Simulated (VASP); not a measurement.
Input of a VASP 6.6.1 run:

The input POSCAR:

```
Be
1.0
    0.0000000000      1.5797401816      1.5797401816
    1.5797401816      0.0000000000      1.5797401816
    1.5797401816      1.5797401816      0.0000000000
Be
1
Direct
    0.0000000000      0.0000000000      0.0000000000
```

INCAR.step1

```
SYSTEM = Be
PREC = Accurate ; ENCUT = 520
ISMEAR = -1 ; SIGMA = 0.1
LREAL = .FALSE. ; LASPH = .TRUE.
NELM = 100 ; NBANDS = 7
GGA = PE ; ALGO = Normal
EDIFF = 1E-4 ; LWAVE = .TRUE.
LCHARG = .FALSE.
```

The input INCAR.step2:

```
SYSTEM = Be
PREC = Accurate ; ENCUT = 520
EDIFF = 1E-6 ; ISMEAR = -1
SIGMA = 0.1 ; LREAL = .FALSE.
LASPH = .TRUE. ; NELM = 100
ALGO = Normal ; ISIF = 2
LWAVE = .FALSE. ; LCHARG = .FALSE.
METAGGA = R2SCAN ; LMIXTAU = .TRUE.
NBANDS = 7 ; ISTART = 1
```

The input KPOINTS:

```
Automatic mesh
0
G
  17 17 17
  0 0 0
```

Potentials or basis: VASP PAW PBE potentials, release 64 (Be).

Command:

```bash
$ cat potpaw_PBE.64/Be/POTCAR > POTCAR
$ cp INCAR.step1 INCAR
$ mpirun -np 1 vasp_std > vasp.out
$ cp INCAR.step2 INCAR
$ mpirun -np 1 vasp_std > vasp.out
```

Question: Estimate the band gap on the k mesh.

Answer: Zero (bands 1 and 2 overlap by 0.20 eV).

Question: Predict the pressure.

Answer: 0.2 GPa.

Caveat: the PAW data sets were made with another functional, which shifts forces and pressure a little.
